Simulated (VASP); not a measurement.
The system is AlPt.

```xyz
8
Lattice="0.0000 3.9850 3.9850 3.9850 0.0000 3.9850 3.9850 3.9850 0.0000" Properties=species:S:1:pos:R:3 pbc="T T T"
Pt    0.0000    0.0000    0.0000
Pt    1.9925    0.0000    1.9925
Pt    0.0000    1.9925    1.9925
Pt    1.9925    1.9925    3.9850
Al    1.9925    1.9925    0.0000
Al    3.9850    1.9925    1.9925
Al    1.9925    3.9850    1.9925
Al    3.9850    3.9850    3.9850
```

- Program: VASP 6.6.1
- Task: relaxation of cell and atoms
- Functional: PBEsol
- Potentials or basis: VASP PAW PBE potentials, release 64 (Pt, Al)
- Cutoff: 500 eV
- k mesh: 6 × 6 × 6
- Occupations: methfessel-paxton, width 0.1 eV
- Spin: no spin polarisation

At the start: pressure -12.4 GPa; volume 15.82 Å³/atom.

Problem. Where does the relaxation end?

Solution. Over 8 steps the energy falls by 208.5 meV/atom and the volume is 14.66 Å³/atom (-7.4 %); space group R-3m (No. 166, to 0.1 Å) before and after.

Step by step:
| step | energy change (eV) | largest force (eV/Å) | pressure (GPa) | volume (Å³) |
| --- | --- | --- | --- | --- |
| 1 | 0.0000 | 0.0000 | -12.40 | 126.57 |
| 2 | -0.6895 | 0.0000 | 28.21 | 104.75 |
| 3 | -1.3484 | 0.0000 | 7.50 | 112.63 |
| 4 | -1.6384 | 0.0000 | 0.82 | 117.28 |
| 5 | -1.6616 | 0.0000 | 1.86 | 116.20 |
| 6 | -1.6616 | 0.0000 | 1.78 | 116.28 |
| 7 | -1.6589 | 0.0000 | -2.07 | 118.44 |
| 8 | -1.6682 | 0.0000 | -0.02 | 117.26 |

Final structure:
```
Pt Al
1.0
     0.00000    4.08988    4.08988
     4.08988    0.00000    4.08988
     3.70002    3.70002    0.38987
Pt Al
4 4
Direct
  0.00000 0.00000 0.00000
  0.00000 0.50000 0.00000
  0.50000 0.00000 0.00000
  0.50000 0.50000 0.00000
  0.00000 0.00000 0.50000
  0.00000 0.50000 0.50000
  0.50000 0.00000 0.50000
  0.50000 0.50000 0.50000
```

Caveat: the PAW data sets were made with another functional, which shifts forces and pressure a little.
